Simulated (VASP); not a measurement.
Write the native input for VASP 6.6.1 that does the following.

| Item | Value |
| --- | --- |
| Task | single point |
| Functional | PBE |
| Potentials or basis | VASP PAW PBE potentials, release 64 (Hg, Te) |
| Cutoff | 520 eV |
| k mesh | 12 × 12 × 12 |
| Occupations | gaussian, width 0.1 eV |
| Spin | no spin polarisation |
| Dipole correction | no |
| Further INCAR settings | ALGO = Normal; EDIFF = 1e-07; NBANDS = 16 |

The structure of HgTe lies in POSCAR:

```
HgTe
1.0
    0.0000000000      3.1292299739      3.1292299739
    3.1292299739      0.0000000000      3.1292299739
    3.1292299739      3.1292299739      0.0000000000
Hg Te
1 1
Direct
    0.0000000000      0.0000000000      0.0000000000
    0.2500000000      0.2500000000      0.2500000000
```

These files were run (other wordings do the same):

INCAR

```
PREC = Accurate ; ENCUT = 520
EDIFF = 1E-7 ; ISMEAR = 0
SIGMA = 0.1 ; LREAL = F
LASPH = T ; NELM = 100
ALGO = Normal ; ISIF = 2
LWAVE = F ; LCHARG = F
GGA = PE ; NBANDS = 16
```

KPOINTS

```
Automatic mesh
0
Gamma
  12 12 12
```

Potentials or basis: VASP PAW PBE potentials, release 64 (Hg, Te).

Command:

```console
$ cat potpaw_PBE.64/Hg/POTCAR potpaw_PBE.64/Te/POTCAR > POTCAR
$ mpirun -np 1 vasp_std > vasp.out
```

Results of the run:

```yaml
Pressure: 10.1 GPa
Band_gap_on_the_k_mesh: zero (filled and empty bands touch)
```

Caveat: the cell stands under pressure; semilocal functionals underestimate gaps, so a narrow gap can read as zero; spin-orbit coupling is left out, which moves the levels of the heavy elements.

It took 52 s on 1 thread of AMD EPYC 9R45 96-Core Processor (Zen 5), on a shared host, peak memory 0.22 GiB.
